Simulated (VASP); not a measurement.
Set up this calculation in VASP 6.6.1, as the native input.

| Item | Value |
| --- | --- |
| Task | single point |
| Functional | PBE |
| Potentials or basis | VASP PAW PBE potentials, release 64 (Sr_sv, Ti_sv, O) |
| Cutoff | 520 eV |
| k mesh | 7 × 7 × 7 |
| Occupations | fermi-dirac, width 0.05 eV |
| Spin | no spin polarisation |
| Dipole correction | no |
| Further INCAR settings | ALGO = Normal; EDIFF = 1e-06; NBANDS = 28 |

The structure of SrTiO3 lies in POSCAR:

```
SrTiO3
1.0
    3.9050000000      0.0000000000      0.0000000000
    0.0000000000      3.9050000000      0.0000000000
    0.0000000000      0.0000000000      3.9440500000
Sr Ti O
1 1 3
Direct
    0.0000000000      0.0000000000      0.0000000000
    0.5000000000      0.5000000000      0.5000000000
    0.0000000000      0.5000000000      0.5000000000
    0.5000000000      0.0000000000      0.5000000000
    0.5000000000      0.5000000000      0.0000000000
```

This cell differs from its parent crystal: zz strain of +1 %.

These files were run (other wordings do the same):

INCAR

```
SYSTEM = SrTiO3
ALGO = Normal
EDIFF = 1E-6
ENCUT = 520
GGA = PE
ISIF = 2
ISMEAR = -1
LASPH = .TRUE.
LCHARG = .FALSE.
LREAL = .FALSE.
LWAVE = .FALSE.
NBANDS = 28
NELM = 100
PREC = Accurate
SIGMA = 0.05
```

KPOINTS

```
k-points
0
G
  7 7 7
  0 0 0
```

Potentials or basis: VASP PAW PBE potentials, release 64 (Sr_sv, Ti_sv, O).

The run is started by

```console
$ cat potpaw_PBE.64/Sr_sv/POTCAR potpaw_PBE.64/Ti_sv/POTCAR potpaw_PBE.64/O/POTCAR > POTCAR
$ mpirun -np 1 vasp_std > vasp.out
```

Results of the run:

| Property | Result |
| --- | --- |
| Pressure | 3.2 GPa |
| Band gap on the k mesh | 1.89 eV, indirect (least direct gap 2.19 eV) |

Caveat: the cell differs from its parent crystal (zz strain of +1 %).

It took 120 s on 1 thread of AMD EPYC 7R13 (shared host), peak memory 0.18 GiB.
